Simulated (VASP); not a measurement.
# TiO2 (C2/c) in VASP: settings compared

Aim: see how the results for TiO2 move with the level of theory and the settings. Levels: PBEsol, LDA. Tasks: single point.

Program: VASP 6.6.1. These are calculated values, not measurements. Logs are shortened: lines on timing, memory, paths and dates and some standing lists are left out, and cuts for length are marked.

## 1. The cell of the first run

It takes space group C2/c (No. 15, monoclinic). The conventional cell has a = 5.483 Å, b = 5.485 Å, c = 5.544 Å, α = 90.00°, β = 118.77°, γ = 90.00°. Within 2.6 Å of Ti (site symmetry 2) lie 6 O at 1.96 to 2.03 Å. Within 2.6 Å of O (site symmetry 1) lie 3 Ti at 1.96 to 2.03 Å and 2 O at 2.53 Å.

## 2. Single point, PBEsol (12.18 Å³/atom)

Contents of INCAR:

```
SYSTEM = TiO2
PREC     = Accurate       ! precision mode
ENCUT    = 520            ! plane-wave cutoff, eV
EDIFF    = 1E-7           ! SCF threshold, eV
ISMEAR   = -1             ! smearing method
SIGMA    = 0.05           ! smearing width, eV
LREAL    = .False.        ! projectors in reciprocal space
LASPH    = .True.         ! aspherical terms in the spheres
NELM     = 60             ! most SCF steps
ALGO     = Normal         ! electronic algorithm
ISIF     = 2              ! what is computed and relaxed
LWAVE    = .False.        ! write WAVECAR
LCHARG   = .False.        ! write CHGCAR
GGA      = PS             ! functional
NBANDS   = 33             ! bands
```

Contents of KPOINTS:

```
regular mesh
0
Gamma
  8 8 6
  0 0 0
```

Contents of POSCAR:

```
TiO2
1.0
    2.7416437942     -2.7422729661      0.0000000000
    2.7416437942      2.7422729661      0.0000000000
   -2.6681866979      0.0000000000      4.8597578833
Ti O
2 4
Direct
    0.8658900000      0.1341100000      0.7500000000
    0.1341100000      0.8658900000      0.2500000000
    0.0887550000      0.3312210000      0.1671490000
    0.9112450000      0.6687790000      0.8328510000
    0.6687790000      0.9112450000      0.3328510000
    0.3312210000      0.0887550000      0.6671490000
```

Potentials or basis: VASP PAW PBE potentials, release 64 (Ti_sv, O).

Command:

```
$ cat potpaw_PBE.64/Ti_sv/POTCAR potpaw_PBE.64/O/POTCAR > POTCAR
$ mpirun -np 1 vasp_std > vasp.out
```

OUTCAR:

```text
SYSTEM = TiO2
   PREC = Accurate
   ENCUT = 520
   EDIFF = 1E-7
   ISMEAR = -1
   LREAL = .False.
   LASPH = .True.
   NELM = 60
   ISIF = 2
   GGA = PS

 ion  position               nearest neighbor table
   1  0.866  0.134  0.750-   4 1.96   6 1.96   6 2.00   4 2.00   3 2.03   5 2.03
   2  0.134  0.866  0.250-   5 1.96   3 1.96   5 2.00   3 2.00   6 2.03   4 2.03
   3  0.089  0.331  0.167-   2 1.96   2 2.00   1 2.03
   4  0.911  0.669  0.833-   1 1.96   1 2.00   2 2.03
   5  0.669  0.911  0.333-   2 1.96   2 2.00   1 2.03
   6  0.331  0.089  0.667-   1 1.96   1 2.00   2 2.03

  LATTYP: Found a base centered monoclinic cell.
 ALAT       =     5.4832875884
 B/A-ratio  =     1.0002294871
 C/A-ratio  =     1.0110809974
 COS(beta)  =    -0.4812705001

  Lattice vectors:

 A1 = (   2.7416437942,  -2.7422729661,   0.0000000000)
 A2 = (   2.7416437942,   2.7422729661,   0.0000000000)
 A3 = (  -2.6681866979,   0.0000000000,   4.8597578833)

Analysis of symmetry for initial positions (statically):
=====================================================================
 Subroutine PRICEL returns:
 Original cell was already a primitive cell.

 Routine SETGRP: Setting up the symmetry group for a
 base centered monoclinic supercell.

 Subroutine GETGRP returns: Found  4 space group operations
 (whereof  2 operations were pure point group operations)
 out of a pool of  4 trial point group operations.

The static configuration has the point symmetry S_2 .
 The point group associated with its full space group is C_2h.

Analysis of symmetry for dynamics (positions and initial velocities):
=====================================================================
 Subroutine PRICEL returns:
 Original cell was already a primitive cell.

 Routine SETGRP: Setting up the symmetry group for a
 base centered monoclinic supercell.

 Subroutine GETGRP returns: Found  4 space group operations
 (whereof  2 operations were pure point group operations)
 out of a pool of  4 trial point group operations.

The dynamic configuration has the point symmetry S_2 .
 The point group associated with its full space group is C_2h.

 Subroutine INISYM returns: Found  4 space group operations
 (whereof  2 operations are pure point group operations),
 and found     1 'primitive' translations

----------------------------------------------------------------------------------------

                                     Primitive cell

  volume of cell :      73.0746

[... 98 lines left out ...]
   EDIFFG = 0.1E-05   stopping-criterion for IOM
   NSW    =      0    number of steps for IOM
   IBRION =     -1    ionic relax: 0-MD 1-quasi-New 2-CG
   NFREE  =      0    steps in history (QN), initial steepest desc. (CG)
   ISIF   =      2    stress and relaxation
   ISYM   =      2    0-nonsym 1-usesym 2-fastsym
   POTIM  = 0.5000    time-step for ionic-motion
   TEBEG  =    0.0;   TEEND  =   0.0 temperature during run
   PSTRESS=    0.0 pullay stress
   NELECT =      48.0000    total number of electrons
   NUPDOWN=      -1.0000    fix difference up-down
   EMIN   =  10.00;   EMAX   =-10.00  energy-range for DOS
   EFERMI =   0.00;   METHOD = LEGACY
   ISMEAR =    -1;   SIGMA  =   0.05  broadening in eV -4-tet -1-fermi 0-gaus
   EFERMI_NEDOS =   21; number of points for ismear=-14 and -15
   IALGO  =     38    algorithm
   IMIX   =      4    mixing-type and parameters
     AMIX     =   0.40;   BMIX     =  1.00
     AMIX_MAG =   1.60;   BMIX_MAG =  1.00
  volume/ion in A,a.u.               =      12.18        82.19
  Fermi-wavevector in a.u.,A,eV,Ry     =   1.423093  2.689255 27.554414  2.025192
  Thomas-Fermi vector in A             =   2.543727
   LORBIT       =      0    0 simple, 1 ext, 2 COOP (PROOUT), +10 PAW based schemes
   GGA     = PS    functional components
   LHFCALC =     F    Hartree Fock is set to
   AEXX    =    0.0000 exact exchange contribution
   IVDW    =     0    specifies the selected vdW correction
   LEPSILON=     F    determine dielectric tensor
   LRPA    =     F    only Hartree local field effects (RPA)
 non-spin polarized calculation
  energy-cutoff  :      520.00
  volume of cell :       73.07
 maximum number of plane-waves:      1984
 NGX is ok and might be reduce to    30
   NGX = 15   NGY = 15   NGZ = 21

 number of electron      48.0000007 magnetization

 Free energy of the ion-electron system (eV)
  ---------------------------------------------------
  ext. energy  EPLUGINS =         0.00000000
  ---------------------------------------------------
  free energy    TOTEN  =       -55.98262506 eV

  energy without entropy =      -55.98262506  energy(sigma->0) =      -55.98262506

 E-fermi :   3.6762     XC(G=0): -10.6602

 val. band max:        2.6493725991   @ k =   0.5000   0.5000  -0.0000
 cond. band min:       4.5735935252   @ k =   0.0000   0.0000   0.0000
 fundamental gap:      1.9242209261
 Fermi energy:         3.6761853527

 k-point     1 :       0.0000    0.0000    0.0000
  band No.  band energies     occupation
      1     -53.7458      2.00000
      2     -53.7006      2.00000
      3     -30.2358      2.00000
      4     -30.0454      2.00000
      5     -30.0446      2.00000
      6     -29.9918      2.00000
[... 853 lines left out ...]
     32       7.9863      0.00000
     33       8.1726      0.00000

 [... further k-points ...]

------------------------ aborting loop because EDIFF is reached ----------------------------------------

  FORCE on cell =-STRESS in cart. coord.  units (eV):
  Direction    XX          YY          ZZ          XY          YZ          ZX
  --------------------------------------------------------------------------------------
  -------------------------------------------------------------------------------------
  Total       -6.2770847     -6.2850763     -6.3134547      0.0000000      0.0000000     -0.2842658
  in kB     -137.6265526   -137.8017699   -138.4239727      0.0000000      0.0000000     -6.2325933
  external PRESSURE =    -137.9507651 kB  Pullay stress =       0.0000000 kB

 VOLUME and BASIS-vectors are now :
 -----------------------------------------------------------------------------
  energy-cutoff  :      520.00
  volume of cell :       73.07
      direct lattice vectors                 reciprocal lattice vectors
     2.741643794 -2.742272966  0.000000000     0.182372342 -0.182330500  0.100129156
     2.741643794  2.742272966  0.000000000     0.182372342  0.182330500  0.100129156
    -2.668186698  0.000000000  4.859757883     0.000000000  0.000000000  0.205771568

 POSITION                                       TOTAL-FORCE (eV/Angst)
 -----------------------------------------------------------------------------------
      0.74050     -2.00674      3.64482         0.000000     -0.016637      0.000000
      2.07460      2.00674      1.21494         0.000000      0.016637     -0.000000
      0.70544      0.66491      0.81230         0.038048      0.074602     -0.411385
      2.10966     -0.66491      4.04745        -0.038048     -0.074602      0.411385
      3.44375      0.66491      1.61758        -0.038048      0.074602      0.411385
     -0.62865     -0.66491      3.24218         0.038048     -0.074602     -0.411385
 -----------------------------------------------------------------------------------
    total drift:                                0.000000     -0.000000     -0.000000

  FREE ENERGIE OF THE ION-ELECTRON SYSTEM (eV)
  ---------------------------------------------------
  free  energy   TOTEN  =       -55.9826250582 eV

  energy  without entropy=      -55.9826250579  energy(sigma->0) =      -55.98262506
```

Run time: 5.4 min. Hardware: 1 thread of Intel Xeon Platinum 8488C (Sapphire Rapids), shared host; peak memory 0.33 GiB.

Results:

| Item | Value |
| --- | --- |
| Free energy | -55.9826 eV |
| Pressure | -13.8 GPa |
| Largest force | 0.420 eV/Å |
| Band gap on the k mesh | 1.92 eV (least direct gap 2.26 eV) |

Forces on the atoms (eV/Å):
```
Ti   0.000 -0.017  0.000
Ti   0.000  0.017  0.000
O    0.038  0.075 -0.411
O   -0.038 -0.075  0.411
O   -0.038  0.075  0.411
O    0.038 -0.075 -0.411
```

Levels at points of the mesh, in eV from the valence-band top:
```csv
k point,band 20,band 21,band 22,band 23,band 24,band 25,band 26,band 27,band 28,band 29
"(0.00, 0.00, 0.00)",-0.81,-0.79,-0.73,-0.41,-0.40,1.92,2.60,3.57,3.58,3.64
"(0.50, 0.00, 0.00)",-1.90,-1.79,-0.91,-0.85,-0.62,3.00,3.15,3.18,3.40,3.88
"(0.50, 0.50, 0.00)",-2.35,-2.10,-1.82,-0.01,0.00,3.02,3.05,3.31,3.63,4.43
"(0.00, 0.00, 0.50)",-1.31,-1.25,-1.25,-0.13,-0.13,2.25,2.25,3.41,3.41,3.84
"(0.50, 0.00, 0.50)",-1.81,-1.81,-0.91,-0.84,-0.62,2.87,3.24,3.27,3.29,3.95
"(0.50, 0.50, 0.50)",-2.49,-1.96,-1.96,-0.02,-0.02,3.04,3.04,3.47,3.47,4.45
```

Caveat: the cell stands under tension; the PAW data sets were made with another functional, which shifts forces and pressure a little. A k mesh can miss the band edges.

## 3. Single point, LDA (12.41 Å³/atom)

This run uses another cell than the first one, of 12.41 Å³/atom.

Contents of INCAR:

```
ALGO = Normal
EDIFF = 1E-7
ENCUT = 520
ISIF = 2
ISMEAR = -1
LASPH = True
LCHARG = False
LREAL = False
LWAVE = False
NBANDS = 33
NELM = 60
PREC = Accurate
SIGMA = 0.05
```

Contents of KPOINTS:

```
k-points
0
Gamma
  8 8 6
```

POSCAR: that of step 2 with these lines changed.

```diff
@@ -2,5 +2,5 @@
 1.0
-    2.7416437942     -2.7422729661      0.0000000000
-    2.7416437942      2.7422729661      0.0000000000
-   -2.6681866979      0.0000000000      4.8597578833
+    2.7591069643     -2.7597401439      0.0000000000
+    2.7591069643      2.7597401439      0.0000000000
+   -2.6851819758      0.0000000000      4.8907125897
 Ti O
```

Potentials or basis: VASP PAW LDA potentials, release 64 (Ti_sv, O).

Command:

```
$ cat potpaw_LDA.64/Ti_sv/POTCAR potpaw_LDA.64/O/POTCAR > POTCAR
$ mpirun -np 1 vasp_std > vasp.out
```

It took 5.6 min on 1 thread of Intel Xeon Platinum 8488C (Sapphire Rapids), shared host; peak memory 0.32 GiB.

The run converged. Its results:

```yaml
Free_energy: -58.2463 eV
Pressure: -21.3 GPa
Largest_force: 0.606 eV/Å
Band_gap_on_the_k_mesh: 1.83 eV (least direct gap 2.16 eV)
```

Forces in eV/Å, atoms in the order of the input:
```
Ti   0.000 -0.001  0.000
Ti   0.000  0.001  0.000
O    0.055  0.099 -0.595
O   -0.055 -0.099  0.595
O   -0.055  0.099  0.595
O    0.055 -0.099 -0.595
```

Stress tensor (GPa, compression positive):
```
-21.19   0.00  -0.81
  0.00 -21.20   0.00
 -0.81   0.00 -21.41
```

Levels at points of the mesh, in eV from the valence-band top:
```tsv
k point	band 21	band 22	band 23	band 24	band 25	band 26	band 27	band 28
(0.00, 0.00, 0.00)	-0.81	-0.73	-0.40	-0.39	1.83	2.48	3.42	3.43
(0.50, 0.00, 0.00)	-1.76	-0.94	-0.84	-0.62	2.87	3.01	3.05	3.26
(0.50, 0.50, 0.00)	-2.09	-1.80	-0.01	0.00	2.88	2.92	3.18	3.49
(0.00, 0.00, 0.50)	-1.25	-1.25	-0.14	-0.14	2.14	2.14	3.27	3.27
(0.50, 0.00, 0.50)	-1.79	-0.94	-0.82	-0.61	2.74	3.11	3.13	3.17
(0.50, 0.50, 0.50)	-1.95	-1.95	-0.02	-0.02	2.91	2.91	3.34	3.34
```

Caveat: the cell stands under tension. A k mesh can miss the band edges.

(Continued in part 2 of 2.)
